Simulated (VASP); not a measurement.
Input of a VASP 6.6.1 run:

The input INCAR:

```
ALGO = Normal
EDIFF = 1E-7
ENCUT = 520
GGA = PE
ISIF = 2
ISMEAR = 0
LASPH = T
LCHARG = F
LREAL = F
LWAVE = F
NBANDS = 29
NELM = 80
PREC = Accurate
SIGMA = 0.15
```

The input KPOINTS:

```
k-points
0
Gamma
  12 12 12
```

POSCAR

```
TiSi2
1.0
    1.8216578475     -6.4280246511      0.0000000000
    1.8216578475      6.4280246511      0.0000000000
    0.0000000000      0.0000000000      3.6758808115
Ti Si
2 4
Direct
    0.8968075258      0.1031924742      0.7500000000
    0.1031924742      0.8968075258      0.2500000000
    0.5591373591      0.4408626409      0.7500000000
    0.4408626409      0.5591373591      0.2500000000
    0.2498287182      0.7501712818      0.7500000000
    0.7501712818      0.2498287182      0.2500000000
```

Potentials or basis: VASP PAW PBE potentials, release 64 (Ti_sv, Si).

The run is started by

```sh
$ cat potpaw_PBE.64/Ti_sv/POTCAR potpaw_PBE.64/Si/POTCAR > POTCAR
$ mpirun -np 1 vasp_std > vasp.out
```

(1) What does it give for the pressure?

(2) What does it give for the band gap on the k mesh?

## Answers

(1) -0.7 GPa.

(2) zero (bands 20 and 21 overlap by 0.87 eV).
